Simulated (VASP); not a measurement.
Runs of VASP 6.6.1 on TePb. The structure is that of space group Fm-3m (No. 225), or close to it. The cells are those of the table. 

| cell | gap on the mesh (eV) | pressure (GPa) |
| --- | --- | --- |
| a = 4.556, b = 4.510 Å, angles 60.3, 60.7, 60.3°, 2 atoms | (b) | 0.0 |
| a = 4.494 Å, angles 60.0°, 2 atoms | (a) | 2.0 |
| a = 4.579 Å, angles 60.0°, 2 atoms | 0.68 | -0.7 |
| a = 4.586 Å, angles 60.0°, 2 atoms | 0.69 | -0.9 |
| a = 4.556 Å, angles 60.0°, 2 atoms | 0.65 | 0.0 |
| a = 4.572 Å, angles 60.0°, 2 atoms | 0.67 | -0.5 |
| a = 4.525 Å, angles 60.0°, 2 atoms | 0.60 | 0.9 |

Alike in all rows: task single point; level PBEsol; potentials or basis VASP PAW PBE potentials, release 64 (Pb_d, Te); no spin polarisation; k mesh 8 × 8 × 8; cutoff (eV) 520; smearing gaussian 0.05 eV.

Question: Estimate the missing entries.

Answer: (a) 0.56; (b) 0.55.

Caveats: the PAW data sets were made with another functional, which shifts forces and pressure a little; spin-orbit coupling is left out, which moves the levels of the heavy elements.

A k mesh can miss the band edges, and the runs leave out spin-orbit coupling on Pb, Te.
